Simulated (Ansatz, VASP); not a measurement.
# One calculation of Bi, two programs

Contents of POSCAR:

```
Bi
1.0
    2.2672586491      1.3090023913      4.1166667488
   -2.2672586491      1.3090023913      4.1166667488
    0.0000000000     -2.6180047827      4.1166667487
Bi
2
Direct
    0.2317091399      0.2317091399      0.2317091399
    0.7682908601      0.7682908601      0.7682908601
```

Contents of INCAR.step1:

```
ALGO = Normal ; EDIFF = 1E-4
ENCUT = 520 ; GGA = PE
ISMEAR = -1 ; LASPH = True
LCHARG = False ; LREAL = False
LWAVE = True ; NBANDS = 22
NELM = 60 ; PREC = Accurate
SIGMA = 0.1
```

INCAR.step2

```
ALGO = Normal ; EDIFF = 1E-6
ENCUT = 520 ; ISIF = 2
ISMEAR = -1 ; ISTART = 1
LASPH = True ; LCHARG = False
LMIXTAU = True ; LREAL = False
LWAVE = False ; METAGGA = R2SCAN
NBANDS = 22 ; NELM = 60
PREC = Accurate ; SIGMA = 0.1
```

The input KPOINTS:

```
k-points
0
Gamma
  9 9 9
```

Input for Ansatz:

```yaml
crystal:
  lattice:
    - [2.2672586491, 1.3090023913, 4.1166667488]
    - [-2.2672586491, 1.3090023913, 4.1166667488]
    - [0.0, -2.6180047827, 4.1166667487]
  atoms:
    - { symbol: Bi, position: [0.2317091399, 0.2317091399, 0.2317091399] }
    - { symbol: Bi, position: [0.7682908601, 0.7682908601, 0.7682908601] }
hamiltonian:
  xc: r2scan
  pseudopotentials:
    kind: paw
    azcp:
      Bi: "pseudopotentials/Bi.paw.azcp"
basis:
  ecutwfc: 500
  fft_grid_basis: typed
kpoints:
  mp_grid: { grid: [9, 9, 9], shift: [0, 0, 0] }
magnetization:
  spin_polarized: false
scf:
  occupations: { method: fermi_dirac, width: 0.1 }
  lower_state_search: "off"
output:
  stress: true
```

Alike in both runs: task single point; functional r2SCAN; k mesh 9 × 9 × 9; occupations fermi-dirac, width 0.1 eV; no spin polarisation.

```csv
,VASP,Ansatz
version,VASP 6.6.1,Ansatz 0.2.0
potentials or method,"VASP PAW PBE potentials, release 64 (Bi_d), cutoff 520 eV","plane waves (500 eV) with PAW, scalar-relativistic"
valence electrons in the cell,30,30
```

|  | VASP | Ansatz | Ansatz less VASP |
| --- | --- | --- | --- |
| pressure (GPa) | 0.0 | 0.0 | +0.05 |

VASP's potentials were made for PBE, not for r2SCAN. The functional is the same, so the differences come from potentials, cutoffs and numerics.

Spin-orbit coupling is off throughout.
